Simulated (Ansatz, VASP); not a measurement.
One calculation of TiAl, two programs

```xyz
2
Lattice="2.8108 0.0000 0.0000 0.0000 2.8108 0.0000 0.0000 0.0000 4.0664" Properties=species:S:1:pos:R:3 pbc="T T T"
Ti    1.4054    1.4054    2.0332
Al    0.0000    0.0000    0.0000
```

Alike in both runs: task relaxation of cell and atoms; functional PBE; k mesh 14 × 14 × 10; occupations gaussian, width 0.1 eV; no spin polarisation.

|  | VASP | Ansatz |
| --- | --- | --- |
| version | VASP 6.6.1 | Ansatz 0.2.0 |
| potentials or method | VASP PAW PBE potentials, release 64 (Ti_sv, Al), cutoff 600 eV | scalar-relativistic, plane waves, PAW |
| valence electrons in the cell | 15 | 15 |

```csv
,VASP,Ansatz,Ansatz less VASP
"gap on the k mesh at the Fermi level, each at its own relaxed structure (eV)",none,none,-
relaxed volume (Å³/atom),16.22,16.23,+0.011
relaxed cell length with the largest relative difference (Å),2.820,2.822,+0.0013
```

A gap of «none» marks a metal or a gap that the smearing closes.
